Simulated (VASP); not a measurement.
# La3Tl (P4/mmm) in VASP: notebook

Runs on La3Tl. Level: LDA. Tasks: electric field gradients.

All numbers are computed with VASP 6.6.1; they aren't measurements. Logs are shortened: lines on timing, memory, paths and dates and some standing lists are left out, and cuts for length are marked.

**1. The cell of the first run**

It takes space group P4/mmm (No. 123, tetragonal). The conventional cell has a = 5.111 Å, b = 5.111 Å, c = 5.060 Å, α = 90.00°, β = 90.00°, γ = 90.00°. Within 4.7 Å of La (site symmetry mmm) lie 8 La at 3.60 to 3.61 Å and 4 Tl at 3.60 Å. La (site symmetry 4/mmm) has 8 La at 3.60 Å and 4 Tl at 3.61 Å within 4.7 Å. Within 4.7 Å of Tl (site symmetry 4/mmm) lie 12 La at 3.60 to 3.61 Å.

**2. Electric field gradients, LDA (equal xx and yy strain of +1 %)**

INCAR

```
SYSTEM = La3Tl
  PREC = Accurate
  ENCUT = 520
  EDIFF = 1E-8
  ISMEAR = -1
  SIGMA = 0.08
  LREAL = .False.
  LASPH = .True.
  NELM = 60
  ALGO = Normal
  ISIF = 2
  LWAVE = .False.
  LCHARG = .False.
  LEFG = .True.
  NBANDS = 31
```

KPOINTS

```
regular mesh
0
Gamma
  8 8 8
  0 0 0
```

POSCAR

```
La3Tl
1.0
    5.1106000000      0.0000000000      0.0000000000
    0.0000000000      5.1106000000      0.0000000000
    0.0000000000      0.0000000000      5.0600000000
La Tl
3 1
Direct
    0.0000000000      0.5000000000      0.5000000000
    0.5000000000      0.0000000000      0.5000000000
    0.5000000000      0.5000000000      0.0000000000
    0.0000000000      0.0000000000      0.0000000000
```

Potentials or basis: VASP PAW LDA potentials, release 64 (La, Tl_d).

Started as:

```console
$ cat potpaw_LDA.64/La/POTCAR potpaw_LDA.64/Tl_d/POTCAR > POTCAR
$ mpirun -np 1 vasp_std > vasp.out
```

OUTCAR:

```text
SYSTEM = La3Tl
   PREC = Accurate
   ENCUT = 520
   EDIFF = 1E-8
   ISMEAR = -1
   LREAL = .False.
   LASPH = .True.
   NELM = 60
   ISIF = 2

 ion  position               nearest neighbor table
   1  0.000  0.500  0.500-   3 3.60   4 3.60   3 3.60   4 3.60   4 3.60   4 3.60   3 3.60   3 3.60
                             2 3.61   2 3.61   2 3.61   2 3.61
   2  0.500  0.000  0.500-   3 3.60   4 3.60   3 3.60   4 3.60   3 3.60   3 3.60   4 3.60   4 3.60
                             1 3.61   1 3.61   1 3.61   1 3.61
   3  0.500  0.500  0.000-   1 3.60   2 3.60   1 3.60   2 3.60   2 3.60   2 3.60   1 3.60   1 3.60
                             4 3.61   4 3.61   4 3.61   4 3.61
   4  0.000  0.000  0.000-   1 3.60   2 3.60   1 3.60   2 3.60   1 3.60   1 3.60   2 3.60   2 3.60
                             3 3.61   3 3.61   3 3.61   3 3.61

  LATTYP: Found a simple tetragonal cell.
 ALAT       =     5.1106000000
 C/A-ratio  =     0.9900990099

  Lattice vectors:

 A1 = (   5.1106000000,   0.0000000000,   0.0000000000)
 A2 = (   0.0000000000,   5.1106000000,   0.0000000000)
 A3 = (   0.0000000000,   0.0000000000,   5.0600000000)

Analysis of symmetry for initial positions (statically):
=====================================================================
 Subroutine PRICEL returns:
 Original cell was already a primitive cell.

 Routine SETGRP: Setting up the symmetry group for a
 simple tetragonal supercell.

 Subroutine GETGRP returns: Found 16 space group operations
 (whereof 16 operations were pure point group operations)
 out of a pool of 16 trial point group operations.

The static configuration has the point symmetry D_4h.

Analysis of symmetry for dynamics (positions and initial velocities):
=====================================================================
 Subroutine PRICEL returns:
 Original cell was already a primitive cell.

 Routine SETGRP: Setting up the symmetry group for a
 simple tetragonal supercell.

 Subroutine GETGRP returns: Found 16 space group operations
 (whereof 16 operations were pure point group operations)
 out of a pool of 16 trial point group operations.

The dynamic configuration has the point symmetry D_4h.

 Subroutine INISYM returns: Found 16 space group operations
 (whereof 16 operations are pure point group operations),
 and found     1 'primitive' translations

----------------------------------------------------------------------------------------

                                     Primitive cell

  volume of cell :     132.1583

  direct lattice vectors                    reciprocal lattice vectors
     5.110600000  0.000000000  0.000000000     0.195671741  0.000000000  0.000000000
     0.000000000  5.110600000  0.000000000     0.000000000  0.195671741  0.000000000
     0.000000000  0.000000000  5.060000000     0.000000000  0.000000000  0.197628458

  length of vectors
     5.110600000  5.110600000  5.060000000     0.195671741  0.195671741  0.197628458

  position of ions in fractional coordinates (direct lattice)
     0.000000000  0.500000000  0.500000000
     0.500000000  0.000000000  0.500000000
     0.500000000  0.500000000  0.000000000
     0.000000000  0.000000000  0.000000000

  ion indices of the primitive-cell ions
   primitive index   ion index
                 1           1
                 2           2
                 3           3
                 4           4

----------------------------------------------------------------------------------------

 KPOINTS: regular mesh

Automatic generation of k-mesh.
 Grid dimensions read from file:
 generate k-points for:    8    8    8

 Generating k-lattice:

[... 44 lines left out ...]
   number of dos      NEDOS =    301   number of ions     NIONS =      4
   total plane-waves  NPLWV =  64000
   dimension x,y,z NGX =    40 NGY =   40 NGZ =   40
   dimension x,y,z NGXF=    80 NGYF=   80 NGZF=   80
   ions per type =               3   1
   NGX,Y,Z   is equivalent  to a cutoff of  13.01, 13.01, 13.14 a.u.
   NGXF,Y,Z  is equivalent  to a cutoff of  26.02, 26.02, 26.28 a.u.
 SYSTEM =  La3Tl
   PREC   = accura    normal or accurate (medium, high low for compatibility)
   ISTART =      0    job   : 0-new  1-cont  2-samecut
   ICHARG =      2    charge: 1-file 2-atom 10-const
   ISPIN  =      1    spin polarized calculation?
   LNONCOLLINEAR =      F non collinear calculations
   LSORBIT =      F    spin-orbit coupling
   LASPH  =      T    aspherical Exc in radial PAW
   ENCUT  =  520.0 eV  38.22 Ry    6.18 a.u.   9.50  9.50  9.41*2*pi/ulx,y,z
   NELM   =     60;   NELMIN=  2; NELMDL= -5     # of ELM steps
   EDIFF  = 0.1E-07   stopping-criterion for ELM
   LREAL  =      F    real-space projection
   EDIFFG = 0.1E-06   stopping-criterion for IOM
   NSW    =      0    number of steps for IOM
   IBRION =     -1    ionic relax: 0-MD 1-quasi-New 2-CG
   NFREE  =      0    steps in history (QN), initial steepest desc. (CG)
   ISIF   =      2    stress and relaxation
   ISYM   =      2    0-nonsym 1-usesym 2-fastsym
   POTIM  = 0.5000    time-step for ionic-motion
   TEBEG  =    0.0;   TEEND  =   0.0 temperature during run
   PSTRESS=    0.0 pullay stress
   NELECT =      46.0000    total number of electrons
   NUPDOWN=      -1.0000    fix difference up-down
   EMIN   =  10.00;   EMAX   =-10.00  energy-range for DOS
   EFERMI =   0.00;   METHOD = LEGACY
   ISMEAR =    -1;   SIGMA  =   0.08  broadening in eV -4-tet -1-fermi 0-gaus
   EFERMI_NEDOS =   21; number of points for ismear=-14 and -15
   IALGO  =     38    algorithm
   IMIX   =      4    mixing-type and parameters
     AMIX     =   0.40;   BMIX     =  1.00
     AMIX_MAG =   1.60;   BMIX_MAG =  1.00
  volume/ion in A,a.u.               =      33.04       222.96
  Fermi-wavevector in a.u.,A,eV,Ry     =   1.151585  2.176180 18.043340  1.326148
  Thomas-Fermi vector in A             =   2.288242
   LORBIT       =      0    0 simple, 1 ext, 2 COOP (PROOUT), +10 PAW based schemes
   GGA     = CA    functional components
   LHFCALC =     F    Hartree Fock is set to
   AEXX    =    0.0000 exact exchange contribution
   IVDW    =     0    specifies the selected vdW correction
   LEPSILON=     F    determine dielectric tensor
   LRPA    =     F    only Hartree local field effects (RPA)
 non-spin polarized calculation
  energy-cutoff  :      520.00
  volume of cell :      132.16
 maximum number of plane-waves:      3603
 NGX is ok and might be reduce to    40
   NGX = 19   NGY = 19   NGZ = 19

 number of electron      46.0000000 magnetization

 Free energy of the ion-electron system (eV)
  ---------------------------------------------------
  ext. energy  EPLUGINS =         0.00000000
  ---------------------------------------------------
  free energy    TOTEN  =       -20.76169728 eV

  energy without entropy =      -20.63542339  energy(sigma->0) =      -20.69856033

 E-fermi :   7.8759     XC(G=0): -10.1581

 val. band max:        7.8732960092   @ k =   0.5000   0.3750   0.2500
 cond. band min:       7.8787409251   @ k =   0.5000   0.2500   0.5000
 fundamental gap:      0.0054449159
 Fermi energy:         7.8758624826

 k-point     1 :       0.0000    0.0000    0.0000
  band No.  band energies     occupation
      1     -24.9031      2.00000
      2     -24.5991      2.00000
      3     -24.5927      2.00000
      4      -9.1681      2.00000
      5      -9.1681      2.00000
      6      -9.1626      2.00000
[... 805 lines left out ...]
     30       9.3928      0.00000
     31       9.4089      0.00000

 [... further k-points ...]

------------------------ aborting loop because EDIFF is reached ----------------------------------------

  FORCE on cell =-STRESS in cart. coord.  units (eV):
  Direction    XX          YY          ZZ          XY          YZ          ZX
  --------------------------------------------------------------------------------------
  -------------------------------------------------------------------------------------
  Total       -3.5876159     -3.5876159     -3.3824043      0.0000000      0.0000000      0.0000000
  in kB      -43.4932860    -43.4932860    -41.0054710      0.0000000      0.0000000      0.0000000
  external PRESSURE =     -42.6640143 kB  Pullay stress =       0.0000000 kB

 VOLUME and BASIS-vectors are now :
 -----------------------------------------------------------------------------
  energy-cutoff  :      520.00
  volume of cell :      132.16
      direct lattice vectors                 reciprocal lattice vectors
     5.110600000  0.000000000  0.000000000     0.195671741  0.000000000  0.000000000
     0.000000000  5.110600000  0.000000000     0.000000000  0.195671741  0.000000000
     0.000000000  0.000000000  5.060000000     0.000000000  0.000000000  0.197628458

 POSITION                                       TOTAL-FORCE (eV/Angst)
 -----------------------------------------------------------------------------------
      0.00000      2.55530      2.53000         0.000000      0.000000      0.000000
      2.55530      0.00000      2.53000         0.000000      0.000000      0.000000
      2.55530      2.55530      0.00000         0.000000      0.000000      0.000000
      0.00000      0.00000      0.00000         0.000000      0.000000      0.000000
 -----------------------------------------------------------------------------------
    total drift:                                0.000000     -0.000000     -0.000000

  FREE ENERGIE OF THE ION-ELECTRON SYSTEM (eV)
  ---------------------------------------------------
  free  energy   TOTEN  =       -20.7616972769 eV

  energy  without entropy=      -20.6354233877  energy(sigma->0) =      -20.69856033

 Electric field gradients (V/A^2)
---------------------------------------------------------------------
 ion       V_xx      V_yy      V_zz      V_xy      V_xz      V_yz
---------------------------------------------------------------------
   1     123.748   -64.166   -59.582    -0.000     0.000     0.000
   2     -64.166   123.748   -59.582    -0.000     0.000    -0.000
   3     -57.300   -57.300   114.601    -0.000    -0.000     0.000
   4       4.187     4.187    -8.374    -0.000     0.000     0.000
---------------------------------------------------------------------

 Electric field gradients after diagonalization (V/A^2)
 (convention: |V_zz| > |V_xx| > |V_yy|)
----------------------------------------------------------------------
 ion       V_xx      V_yy      V_zz     asymmetry (V_yy - V_xx)/ V_zz
----------------------------------------------------------------------
   1     -64.166   -59.582   123.748       0.037
   2     -64.166   -59.582   123.748       0.037
   3     -57.300   -57.300   114.601       0.000
   4       4.187     4.187    -8.374       0.000
----------------------------------------------------------------------

           NMR quadrupolar parameters

 Cq : quadrupolar parameter    Cq=e*Q*V_zz/h
 eta: asymmetry parameters     (V_yy - V_xx)/ V_zz
 Q  : nuclear electric quadrupole moment in mb (millibarn)
----------------------------------------------------------------------
 ion       Cq(MHz)       eta       Q (mb)
----------------------------------------------------------------------
   1       0.299       0.037       1.000
   2       0.299       0.037       1.000
   3       0.277       0.000       1.000
   4      -0.020       0.000       1.000
----------------------------------------------------------------------
```

Wall time 7.2 min (1 thread of Oxide Virtual Turin-like, shared host); peak memory 0.39 GiB.

What came out:

- Free energy: -20.7617 eV
- Pressure: -4.3 GPa
- Band gap on the k mesh: zero (bands 23 and 24 overlap by 1.00 eV)
- Largest electric field gradient by atom: La +123.7, +114.6 (each value once); Tl -8.4 V/Å²

Levels at points of the mesh, in eV from the Fermi level:
```
           k point  band 21  band 22  band 23  band 24  band 25  band 26
(0.00, 0.00, 0.00)    -0.78    -0.78    -0.77    -0.73     0.76     0.76
(0.50, 0.00, 0.00)    -0.73    -0.68    -0.57     0.67     1.00     1.06
(0.50, 0.50, 0.00)    -1.34    -0.06    -0.06     0.22     0.63     0.97
(0.00, 0.00, 0.50)    -0.73    -0.73    -0.56     0.68     1.03     1.04
(0.50, 0.00, 0.50)    -1.35    -0.06    -0.03     0.25     0.59     0.97
(0.50, 0.50, 0.50)    -1.03     0.27     0.27     0.27     1.12     1.26
```

Electric field gradients, principal values (V/Å²):
```tsv
atom	least	middle	greatest (by size)
1 La	-59.582	-64.166	123.748
2 La	-59.582	-64.166	123.748
3 La	-57.300	-57.300	114.601
4 Tl	4.187	4.187	-8.374
```

Caveat: the cell differs from its parent crystal (equal xx and yy strain of +1 %); the cell stands under tension; without QUAD_EFG the Cq values of the log hold for a quadrupole moment of 1 mb, not for the nuclei; spin-orbit coupling is left out, which moves the levels of the heavy elements.

(Part 1 of 2 ends here.)
